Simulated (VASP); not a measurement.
A run of VASP 6.6.1:

Contents of INCAR:

```
PREC     = Accurate       # precision mode
ENCUT    = 520            # plane-wave cutoff, eV
EDIFF    = 1E-6           # SCF threshold, eV
ISMEAR   = 0              # smearing method
SIGMA    = 0.1            # smearing width, eV
LREAL    = False          # projectors in reciprocal space
LASPH    = True           # aspherical terms in the spheres
NELM     = 60             # most SCF steps
ALGO     = Normal         # electronic algorithm
ISIF     = 2              # what is computed and relaxed
LWAVE    = False          # write WAVECAR
LCHARG   = True           # write CHGCAR
GGA      = PE             # functional
LELF     = True           # ELF
LVHAR    = True         
NBANDS   = 22             # bands
```

The input KPOINTS:

```
Automatic mesh
0
Gamma
  6 6 4
```

Contents of POSCAR:

```
ZnSi3N
1.0
    4.2213270907      0.0000000000      0.0000000000
   -2.1106635453      3.6557764982      0.0000000000
    0.0000000000      0.0000000000      4.8230618985
Zn Si N
1 3 1
Direct
    0.6666666667      0.3333333333      0.0000000000
    0.3333333333      0.6666666667      0.5000000000
    0.3333333333      0.6666666667      0.0000000000
    0.0000000000      0.0000000000      0.5000000000
    0.6666666667      0.3333333333      0.5000000000
```

Potentials or basis: VASP PAW PBE potentials, release 64 (Zn, Si, N).

The run is started by

```sh
$ cat potpaw_PBE.64/Zn/POTCAR potpaw_PBE.64/Si/POTCAR potpaw_PBE.64/N/POTCAR > POTCAR
$ mpirun -np 1 vasp_std > vasp.out
```

Hardware: 1 thread of Oxide Virtual Turin-like Processor, with other jobs on the host.

Task: How long does it take, and how much memory?

Result: It took 60 s on 1 thread of Oxide Virtual Turin-like Processor, with other jobs on the host, peak memory 0.16 GiB. Counts: scf iterations 14, k points 21.
